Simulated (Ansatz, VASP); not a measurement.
One calculation of SiC, two programs

```xyz
8
Lattice="4.3640 0.0000 0.0000 0.0000 4.3640 0.0000 0.0000 0.0000 4.3460" Properties=species:S:1:pos:R:3 pbc="T T T"
Si    3.1835    3.5154    3.5377
Si    3.5154    1.1806    0.8083
Si    0.8486    3.1835    0.8083
Si    1.1806    0.8486    3.5377
C     0.0000    2.1820    2.0718
C     0.0000    0.0000    0.0000
C     2.1820    2.1820    0.0000
C     2.1820    0.0000    2.2742
```

Alike in both runs: task relaxation of cell and atoms; functional PBE; k mesh 4 × 4 × 4; occupations gaussian, width 0.1 eV; no spin polarisation.

```csv
,VASP,Ansatz
version,VASP 6.6.1,Ansatz 0.2.0
potentials or method,"VASP PAW PBE potentials, release 64 (Si, C), cutoff 600 eV","scalar-relativistic, plane waves, PAW"
valence electrons in the cell,32,32
```

|  | VASP | Ansatz | Ansatz less VASP |
| --- | --- | --- | --- |
| gap on the k mesh at the Fermi level, each at its own relaxed structure (eV) | 1.36 | 1.36 | +0.003 |
| relaxed volume (Å³/atom) | 10.48 | 10.50 | +0.016 |
| relaxed cell length with the largest relative difference (Å) | 4.381 | 4.384 | +0.0027 |
